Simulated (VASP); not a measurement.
# H21ClO10 in VASP: further runs

The runs below take H21ClO10 through single point, with r2SCAN+D3(BJ).

All numbers are computed with VASP 6.6.1; they aren't measurements. Logs are shortened: lines on timing, memory, paths and dates and some standing lists are left out, and cuts for length are marked.

## (1) The cell of the first run

The cell holds a disordered packing, 32 atoms: a = 7.053 Å, b = 6.958 Å, c = 7.002 Å, α = 89.17°, β = 90.81°, γ = 89.63°.

## (2) Single point, r2SCAN+D3(BJ)

The input, POSCAR:

```
H21ClO10
1.0
    7.0528430000      0.0228590000     -0.0499040000
    0.0228590000      6.9577420000      0.0506970000
   -0.0499040000      0.0506970000      7.0018240000
O H Cl
10 21 1
Direct
    0.8682976011      0.6607098624      0.1677185139
    0.4025467604      0.6435235322      0.5272003382
    0.8952052935      0.4662317289      0.6512499850
    0.5556832764      0.4441091733      0.2544645246
    0.7145557854      0.8138729924      0.7485189963
    0.3523116102      1.0191470326      0.4908455370
    0.7268900685      0.0800974908      0.0174831615
    0.0581956208      0.2097989857     -0.1234295499
    0.1228448033      0.6926919387      0.8584353225
    0.5332767487      0.2672250675      0.7579689426
    0.8832394775      0.7489534258      0.2719159309
    0.9778887188      0.6495398662      0.0910435389
    0.3498524661      0.5844538999      0.6415226915
    0.4408145471      0.5321137699      0.4460440361
    0.9089343488      0.3819896810      0.5471136848
    0.9566077740      0.3829942486      0.7546350629
    0.6743323263      0.5059239736      0.2169153427
    0.6101340581      0.3304769846      0.3092756885
    0.7608682914      0.6853465443      0.7464519756
    0.6008469032      0.7994223458      0.6783598601
    0.2168075270      1.0452494020      0.4609411139
    0.3554138499      0.8806850898      0.4871285655
    0.7205476904     -0.0459778556     -0.0348924578
    0.6382034161      0.1732666816     -0.0539195498
    0.1507990029      0.2585470632     -0.0286185553
    0.0162952234      0.0917189648     -0.0676447565
    0.2150467373      0.7886486514      0.8219500478
    0.0585737236      0.6563274455      0.7437132425
    0.4977217470      0.1815673979      0.6553340078
    0.6417228498      0.3403004707      0.7043410866
    0.7808413772      0.1013497288      0.1476513807
    0.9075951821      0.1155513119      0.3901032824
```

The input, INCAR.step1:

```
  PREC = Accurate
  ENCUT = 520
  ISMEAR = -1
  SIGMA = 0.02
  LREAL = Auto
  LASPH = True
  NELM = 100
  NBANDS = 66
  GGA = PE
  ALGO = Normal
  EDIFF = 1E-4
  LWAVE = True
  LCHARG = False
```

The input, INCAR.step2:

```
  PREC = Accurate
  ENCUT = 520
  EDIFF = 1E-6
  ISMEAR = -1
  SIGMA = 0.02
  LREAL = Auto
  LASPH = True
  NELM = 100
  ALGO = Normal
  ISIF = 2
  LWAVE = False
  LCHARG = False
  METAGGA = R2SCAN
  LMIXTAU = True
  IVDW = 12
  VDW_S6 = 1.0
  VDW_S8 = 0.78981345
  VDW_A1 = 0.49484001
  VDW_A2 = 5.73083694
  NBANDS = 66
  ISTART = 1
```

The input, KPOINTS:

```
Automatic mesh
0
Gamma
  1 1 1
```

Potentials or basis: VASP PAW PBE potentials, release 64 (O, H, Cl).

Launch:

```
$ cat potpaw_PBE.64/O/POTCAR potpaw_PBE.64/H/POTCAR potpaw_PBE.64/Cl/POTCAR > POTCAR
$ cp INCAR.step1 INCAR
$ mpirun -np 1 vasp_gam > vasp.out
$ cp INCAR.step2 INCAR
$ mpirun -np 1 vasp_gam > vasp.out
```

OUTCAR:

```text
PREC = Accurate
   ENCUT = 520
   EDIFF = 1E-6
   ISMEAR = -1
   LREAL = Auto
   LASPH = True
   NELM = 100
   ISIF = 2
   METAGGA = R2SCAN
   IVDW = 12
   ISTART = 1
 IVDW          = 12

 ion  position               nearest neighbor table
   1  0.868  0.661  0.168-  12 0.95  11 0.97
   2  0.403  0.644  0.527-  13 0.97  14 1.01
   3  0.895  0.466  0.651-  15 0.95  16 1.01
   4  0.556  0.444  0.254-  18 0.95  17 0.98
   5  0.715  0.814  0.749-  20 0.94  19 0.95
   6  0.352  0.019  0.491-  22 0.96  21 0.99
   7  0.727  0.080  0.017-  23 0.96  31 1.00  24 1.02
   8  0.058  0.210  0.877-  26 0.96  25 0.99
   9  0.123  0.693  0.858-  28 0.95  27 0.97
  10  0.533  0.267  0.758-  29 0.97  30 1.00
  11  0.883  0.749  0.272-   1 0.97
  12  0.978  0.650  0.091-   1 0.95
  13  0.350  0.584  0.642-   2 0.97
  14  0.441  0.532  0.446-   2 1.01
  15  0.909  0.382  0.547-   3 0.95
  16  0.957  0.383  0.755-   3 1.01
[... 13 lines left out ...]
  30  0.642  0.340  0.704-  10 1.00
  31  0.781  0.101  0.148-   7 1.00
  32  0.908  0.116  0.390-

  LATTYP: Found a triclinic cell.
 ALAT       =     9.8679155250
 B/A-ratio  =     0.7095911340
 C/A-ratio  =     1.0072577799
 COS(alpha) =     0.0000911248
 COS(beta)  =     0.5104854919
 COS(gamma) =     0.6994571848

  Lattice vectors:

 A1 = (  -7.0029390000,  -0.0735560000,  -6.9519200000)
 A2 = (   0.0499040000,  -0.0506970000,  -7.0018240000)
 A3 = (  -7.0757020000,  -6.9806010000,  -0.0007930000)

Analysis of symmetry for initial positions (statically):
=====================================================================
 Subroutine PRICEL returns:
 Original cell was already a primitive cell.

 Routine SETGRP: Setting up the symmetry group for a
 triclinic supercell.

 Subroutine GETGRP returns: Found  1 space group operations
 (whereof  1 operations were pure point group operations)
 out of a pool of  2 trial point group operations.

The static configuration has the point symmetry C_1 .

Analysis of symmetry for dynamics (positions and initial velocities):
=====================================================================
 Subroutine PRICEL returns:
 Original cell was already a primitive cell.

 Routine SETGRP: Setting up the symmetry group for a
[... 141 lines left out ...]
   NELM   =    100;   NELMIN=  2; NELMDL=  0     # of ELM steps
   EDIFF  = 0.1E-05   stopping-criterion for ELM
   LREAL  =      T    real-space projection
   EDIFFG = 0.1E-04   stopping-criterion for IOM
   NSW    =      0    number of steps for IOM
   IBRION =     -1    ionic relax: 0-MD 1-quasi-New 2-CG
   NFREE  =      0    steps in history (QN), initial steepest desc. (CG)
   ISIF   =      2    stress and relaxation
   ISYM   =      2    0-nonsym 1-usesym 2-fastsym
   POTIM  = 0.5000    time-step for ionic-motion
   TEBEG  =    0.0;   TEEND  =   0.0 temperature during run
   PSTRESS=    0.0 pullay stress
   NELECT =      88.0000    total number of electrons
   NUPDOWN=      -1.0000    fix difference up-down
   EMIN   =  10.00;   EMAX   =-10.00  energy-range for DOS
   EFERMI =   0.00;   METHOD = LEGACY
   ISMEAR =    -1;   SIGMA  =   0.02  broadening in eV -4-tet -1-fermi 0-gaus
   EFERMI_NEDOS =   21; number of points for ismear=-14 and -15
   IALGO  =     38    algorithm
   IMIX   =      4    mixing-type and parameters
     AMIX     =   0.40;   BMIX     =  1.00
     AMIX_MAG =   1.60;   BMIX_MAG =  1.00
  volume/ion in A,a.u.               =      10.74        72.45
  Fermi-wavevector in a.u.,A,eV,Ry     =   1.039691  1.964731 14.707322  1.080958
  Thomas-Fermi vector in A             =   2.174233
   LORBIT       =      0    0 simple, 1 ext, 2 COOP (PROOUT), +10 PAW based schemes
   METAGGA = R2SCAN    functional components
   LHFCALC =     F    Hartree Fock is set to
   AEXX    =    0.0000 exact exchange contribution
   IVDW    =    12    specifies the selected vdW correction
   LEPSILON=     F    determine dielectric tensor
   LRPA    =     F    only Hartree local field effects (RPA)
 non-spin polarized calculation
  energy-cutoff  :      520.00
  volume of cell :      343.55
 maximum number of plane-waves:      4615
 NGX is ok and might be reduce to    54
   NGX = 27   NGY = 25   NGZ = 27

 number of electron      88.0000003 magnetization

 Free energy of the ion-electron system (eV)
  ---------------------------------------------------
  ext. energy  EPLUGINS =         0.00000000
  ---------------------------------------------------
  free energy    TOTEN  =      -168.06419075 eV

  energy without entropy =     -168.06419075  energy(sigma->0) =     -168.06419075

 E-fermi :  -2.9498     XC(G=0):  -7.0442

 val. band max:       -3.5320145151   @ k =   0.0000   0.0000   0.0000
 cond. band min:       1.3947545045   @ k =   0.0000   0.0000   0.0000
 fundamental gap:      4.9267690195
 Fermi energy:        -2.9498374897

 k-point     1 :       0.0000    0.0000    0.0000
  band No.  band energies     occupation
      1     -26.3370      2.00000
      2     -24.1918      2.00000
      3     -23.9630      2.00000
      4     -23.7757      2.00000
      5     -23.7354      2.00000
      6     -23.6665      2.00000
[... 48 lines left out ...]
     55       6.5807      0.00000
     56       6.6960      0.00000
 [bands above 56 left out]

------------------------ aborting loop because EDIFF is reached ----------------------------------------

 Edisp (eV)   -0.57340

 E8    (eV) :    -0.0881

  FORCE on cell =-STRESS in cart. coord.  units (eV):
  Direction    XX          YY          ZZ          XY          YZ          ZX
  --------------------------------------------------------------------------------------
  -------------------------------------------------------------------------------------
  Total       0.23822     3.15237    -0.16757    -0.54773     0.80486     0.01250
  in kB       1.11096    14.70121    -0.78147    -2.55438     3.75349     0.05828
  external pressure =        5.01 kB  Pullay stress =        0.00 kB

 VOLUME and BASIS-vectors are now :
 -----------------------------------------------------------------------------
  energy-cutoff  :      520.00
  volume of cell :      343.55
      direct lattice vectors                 reciprocal lattice vectors
     7.052843000  0.022859000 -0.049904000     0.141795503 -0.000473244  0.001014044
     0.022859000  6.957742000  0.050697000    -0.000473244  0.143733951 -0.001044085
    -0.049904000  0.050697000  7.001824000     0.001014044 -0.001044085  0.142834715

 POSITION                                       TOTAL-FORCE (eV/Angst)
 -----------------------------------------------------------------------------------
      6.13070      4.62540      1.16450        -1.474460     -0.217249      0.524813
      2.82750      4.51340      3.70390        -0.149976     -1.138072      0.472866
      6.29190      3.29740      4.53890         0.057539      0.299412      2.050696
      3.91660      3.11560      1.77650         0.185339      0.082432     -0.357924
      5.02090      5.71700      5.24660         0.535371      0.966596      1.179802
      2.46074      0.16616      3.42020        -1.102128      0.725232     -0.044439
[... 24 lines left out ...]
      5.50210      0.73050      1.00000         0.284902     -0.009754      1.049516
      6.38430      0.84450      2.69200        -0.163598     -0.048362     -0.471642
 -----------------------------------------------------------------------------------
    total drift:                                0.002571     -0.006833     -0.007076

  FREE ENERGIE OF THE ION-ELECTRON SYSTEM (eV)
  ---------------------------------------------------
  free  energy   TOTEN  =      -168.6375864744 eV

  energy  without entropy=     -168.6375864744  energy(sigma->0) =     -168.63758647
```

OSZICAR.step1:

```text
N       E                     dE             d eps       ncg     rms          rms(c)
DAV:   1     0.703836482453E+03    0.70384E+03   -0.47448E+04   132   0.121E+03
DAV:   2    -0.101292350274E+03   -0.80513E+03   -0.78420E+03   176   0.304E+02
DAV:   3    -0.166185112896E+03   -0.64893E+02   -0.64563E+02   160   0.926E+01
DAV:   4    -0.167110118580E+03   -0.92501E+00   -0.92354E+00   168   0.124E+01
DAV:   5    -0.167123377353E+03   -0.13259E-01   -0.13254E-01   176   0.142E+00    0.240E+01
DAV:   6    -0.152212155121E+03    0.14911E+02   -0.47855E+01   152   0.261E+01    0.914E+00
DAV:   7    -0.151962753027E+03    0.24940E+00   -0.19310E+00   160   0.494E+00    0.585E+00
DAV:   8    -0.151822076747E+03    0.14068E+00   -0.55115E-01   168   0.342E+00    0.933E-01
DAV:   9    -0.151809639319E+03    0.12437E-01   -0.73919E-02   168   0.118E+00    0.360E-01
DAV:  10    -0.151814289873E+03   -0.46506E-02   -0.11770E-02   152   0.419E-01    0.172E-01
DAV:  11    -0.151815419836E+03   -0.11300E-02   -0.65643E-04   152   0.167E-01    0.928E-02
DAV:  12    -0.151815760423E+03   -0.34059E-03   -0.81442E-04   144   0.171E-01    0.289E-02
DAV:  13    -0.151815743291E+03    0.17132E-04   -0.15311E-04   128   0.654E-02
   1 F= -.15181574E+03 E0= -.15181574E+03  d E =-.179392E-10
```

It took 2.9 min on 1 thread of Intel Xeon Platinum 8259CL at 2.50GHz (Skylake/Cascade Lake), shared host; peak memory 0.43 GiB.

What came out:

```
Free energy                : -168.6376 eV
Pressure                   : 0.5 GPa
Largest force              : 2.073 eV/Å
Band gap on the k mesh     : 4.93 eV
Dispersion energy per atom : -0.018 eV
```

Forces in eV/Å, atoms in the order of the input:
```
O   -1.474 -0.217  0.525
O   -0.150 -1.138  0.473
O    0.058  0.299  2.051
O    0.185  0.082 -0.358
O    0.535  0.967  1.180
O   -1.102  0.725 -0.044
O   -0.779  1.277 -0.192
O    1.610  0.839  0.915
O    0.945  0.458  0.771
O    1.142  0.788  0.025
H    0.482  0.083 -0.103
H    0.969  0.358 -0.387
H    0.072  0.071 -0.215
H    0.091  1.172 -0.076
H    0.069 -0.771 -1.569
H   -0.471  0.322 -0.518
H   -0.102  0.791 -0.185
H    0.037 -1.293  0.551
H    0.750 -0.947  0.025
H   -1.418  0.139 -1.022
H    0.782  0.315  0.231
H    0.450 -0.678 -0.091
H   -0.032 -1.682 -0.864
H    0.035 -0.108 -0.409
H   -0.590 -0.256 -0.804
H   -0.367 -0.362 -0.025
H   -0.250 -0.034  0.119
H   -0.542 -0.280 -0.840
H   -0.531 -0.593 -0.164
H   -0.524 -0.269  0.424
H    0.285 -0.010  1.050
Cl  -0.164 -0.048 -0.472
```

Stress tensor (GPa, compression positive):
```
 0.11 -0.26  0.01
-0.26  1.47  0.38
 0.01  0.38 -0.08
```

Levels at points of the mesh, in eV from the valence-band top:
```csv
k point,band 42,band 43,band 44,band 45,band 46,band 47
"(0.00, 0.00, 0.00)",-0.42,-0.27,0.00,4.93,7.75,8.03
```

Caveat: the k points lie up to 0.90 Å⁻¹ apart; the atoms stand as in a frame of molecular dynamics; the PAW data sets were made with another functional, which shifts forces and pressure a little.

(Part 1 of 2 ends here.)
